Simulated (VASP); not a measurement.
Input of a VASP 6.6.1 run:

The input INCAR:

```
  PREC = Accurate
  ENCUT = 600
  EDIFF = 1E-7
  ISMEAR = 0
  SIGMA = 0.1
  LREAL = False
  LASPH = True
  NELM = 100
  ALGO = Normal
  ISIF = 3
  LWAVE = False
  LCHARG = False
  GGA = PE
  IBRION = 2
  NSW = 100
  EDIFFG = -0.01
```

File KPOINTS:

```
Automatic mesh
0
Gamma
  12 12 10
```

Contents of POSCAR:

```
YZr2O2
1.0
    5.0580099567      0.0000000000      0.0000000000
   -2.5290049784      4.3803651151      0.0000000000
    0.0000000000      0.0000000000      4.0959329704
Y Zr O
1 2 2
Direct
    0.0000000000      0.0000000000      0.0000000000
    0.3333333333      0.6666666667      0.5000000000
    0.6666666667      0.3333333333      0.5000000000
    0.3333333333      0.6666666667      0.0000000000
    0.6666666667      0.3333333333      0.0000000000
```

Potentials or basis: VASP PAW PBE potentials, release 64 (Y_sv, Zr_sv, O).

Command:

```sh
$ cat potpaw_PBE.64/Y_sv/POTCAR potpaw_PBE.64/Zr_sv/POTCAR potpaw_PBE.64/O/POTCAR > POTCAR
$ mpirun -np 1 vasp_std > vasp.out
```

Question: Estimate the relaxed volume.

Answer: 18.15 Å³/atom.

Question: Predict the relaxed cell.

Answer: a = 5.055 Å, b = 5.055 Å, c = 4.101 Å, α = 90.00°, β = 90.00°, γ = 120.00°.

Question: Predict the space group after relaxing (to 0.1 Å).

Answer: P6/mmm (No. 191).

Question: Predict the band gap on the k mesh.

Answer: Zero (an odd number of electrons rules out a gap without spin polarisation).

Step by step:
| step | energy change (eV) | largest force (eV/Å) | pressure (GPa) | volume (Å³) |
| --- | --- | --- | --- | --- |
| 1 | 0.0000 | 0.0000 | 0.15 | 90.75 |
| 2 | 0.0005 | 0.0000 | -0.52 | 90.98 |
| 3 | -0.0002 | 0.0000 | -0.08 | 90.83 |
| 4 | -0.0002 | 0.0000 | -0.04 | 90.74 |

Caveat: an odd number of electrons without spin polarisation forces a metal; a magnetic or distorted state may lie lower.
